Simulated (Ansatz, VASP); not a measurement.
This is a calculation of CuO for Ansatz 0.2.0.

File input.yaml:

```yaml
crystal:
  lattice:
    - [2.83632511, 0.0, 0.0]
    - [-1.41816255, 2.4563296, 0.0]
    - [0.0, 0.0, 2.76811278]
  atoms:
    - { symbol: Cu, position: [0.0, 0.0, 0.0] }
    - { symbol: O, position: [0.6666666667, 0.3333333333, 0.5] }
hamiltonian:
  xc: lda
  pseudopotentials: { kind: paw }
kpoints:
  mp_grid: { grid: [11, 11, 10] }
scf:
  occupations: { method: fermi_dirac, width: 0.05 }
output:
  forces: true
  stress: true
  eigenvalues: true
relax:
  f_tol: 0.01
  max_steps: 40
  cell: { stress_tol: 0.05 }
```

Potentials or basis: Ansatz PAW.

Launch:

```sh
$ ansatz run input.yaml --threads 2 --pin off --max-ram 5632MiB --backend cpu --events-out ev --progress --plain --runs-dir out
```

Translate it to VASP 6.6.1. Potentials there: VASP PAW LDA potentials, release 64 (Cu, O).

As run (the cutoff follows the program's own potentials):

INCAR

```
ALGO = Normal
EDIFF = 1E-7
EDIFFG = -0.01
ENCUT = 600
GGA = CA
IBRION = 2
ISIF = 3
ISMEAR = -1
LASPH = T
LCHARG = F
LREAL = F
LWAVE = F
NELM = 60
NSW = 60
PREC = Accurate
SIGMA = 0.05
```

The input KPOINTS:

```
k-points
0
Gamma
  11 11 10
```

File POSCAR:

```
CuO
1.0
    2.8363251100      0.0000000000      0.0000000000
   -1.4181625500      2.4563296000      0.0000000000
    0.0000000000      0.0000000000      2.7681127800
Cu O
1 1
Direct
    0.0000000000      0.0000000000      0.0000000000
    0.6666666667      0.3333333333      0.5000000000
```

Potentials or basis: VASP PAW LDA potentials, release 64 (Cu, O).

Launch:

```bash
$ cat potpaw_LDA.64/Cu/POTCAR potpaw_LDA.64/O/POTCAR > POTCAR
$ mpirun -np 1 vasp_std > vasp.out
```

Both were run:

|  | VASP | Ansatz | Ansatz less VASP |
| --- | --- | --- | --- |
| gap on the k mesh at the Fermi level, each at its own relaxed structure (eV) | none | none | - |
| relaxed volume (Å³/atom) | 8.88 | 8.86 | -0.017 |
| relaxed length of the cell vector where the two differ most in proportion (Å) | 2.798 | 2.795 | -0.0023 |

LDA's correlation is that of Perdew and Zunger in VASP and of Perdew and Wang (1992) in Ansatz. A gap of «none» marks a metal or a gap that the smearing closes. VASP's potentials hold 17 valence electrons a cell and Ansatz's 25, so a difference there can come from the potentials and not from the codes.

Noted on Ansatz's run: Pulay correction over one GPa; the plane-wave basis is chosen anew once the cell has moved, so the energies of steps on either side of that aren't comparable.
